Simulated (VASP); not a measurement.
The system is CuO (Tenorite).

```
Cu O
1.0
     2.37550   -1.73595    0.00000
     2.37550    1.73595    0.00000
    -0.87188    0.00000    5.12602
Cu O
2 2
Cartesian
  0.7518 -0.8569 2.5630
  1.1878 0.8569 0.0000
  1.6637 0.2878 3.8635
  2.0997 -0.2878 1.3005
```

Base run:

- Program: VASP 6.6.1
- Functional: RPBE
- Potentials or basis: VASP PAW PBE potentials, release 64 (Cu, O)
- Cutoff: 520 eV
- k mesh: 10 × 10 × 5
- Occupations: fermi-dirac, width 0.05 eV
- Spin: no spin polarisation

Its results: band gap on the k mesh zero (band 17 reaches 5.61 eV, above the bottom of band 18 at 5.01 eV); pressure 5.0 GPa; largest force 0.697 eV/Å.

Question: The run is repeated on the same cell with these changes: functional from RPBE to r2SCAN. What comes out?

Answer: Band gap on the k mesh zero (band 17 reaches 5.22 eV, above the bottom of band 18 at 4.63 eV); pressure -6.9 GPa; largest force 0.709 eV/Å.

Caveats: the PAW data sets were made with another functional, which shifts forces and pressure a little; semilocal functionals often make such compounds metallic where correlation or magnetic order opens a gap, which also shifts bond lengths.
